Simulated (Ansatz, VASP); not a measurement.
# Re: VASP beside Ansatz

File INCAR:

```
  ALGO = Normal
  EDIFF = 1E-8
  ENCUT = 520
  ISIF = 2
  ISMEAR = -1
  LASPH = True
  LCHARG = False
  LEFG = True
  LREAL = False
  LWAVE = False
  NBANDS = 10
  NELM = 100
  PREC = Accurate
  SIGMA = 0.03
```

KPOINTS

```
k-points
0
Gamma
  14 14 14
```

File POSCAR:

```
Re
1.0
    0.0000000000      1.9683945995      1.9683945995
    1.9683945995      0.0000000000      1.9683945995
    1.9683945995      1.9683945995      0.0000000000
Re
1
Direct
    0.0000000000      0.0000000000      0.0000000000
```

Input for Ansatz:

```yaml
crystal:
  lattice:
    - [0.0, 1.9683945995, 1.9683945995]
    - [1.9683945995, 0.0, 1.9683945995]
    - [1.9683945995, 1.9683945995, 0.0]
  atoms:
    - { symbol: Re, position: [0.0, 0.0, 0.0] }
kpoints:
  mp_grid: { grid: [14, 14, 14] }
scf:
  occupations: { method: fermi_dirac, width: 0.03 }
hamiltonian:
  xc: lda
  pseudopotentials: { kind: paw }
output:
  forces: true
  stress: true
  eigenvalues: true
  efg: { contact_densities: true }
```

Change from the starting cell: volume scaled by 0.99, PAW files.

Alike in both runs: task electric field gradients; functional LDA; k mesh 14 × 14 × 14; occupations fermi-dirac, width 0.03 eV; no spin polarisation.

```csv
,VASP,Ansatz
version,VASP 6.6.1,Ansatz 0.2.0
potentials or method,"VASP PAW LDA potentials, release 64 (Re)","PAW with Ansatz's default frozen-core files, scalar-relativistic"
plane-wave cutoff (eV),520,420
valence electrons in the cell,7,15
```

Ansatz gave:

* pressure (GPa): -20.9

Which values does VASP return?

Pressure (GPa): -20.1.

LDA's correlation is that of Perdew and Zunger in VASP and of Perdew and Wang (1992) in Ansatz. VASP's potentials hold 7 valence electrons a cell and Ansatz's 15, so a difference there can come from the potentials and not from the codes.

Spin-orbit coupling is off throughout.
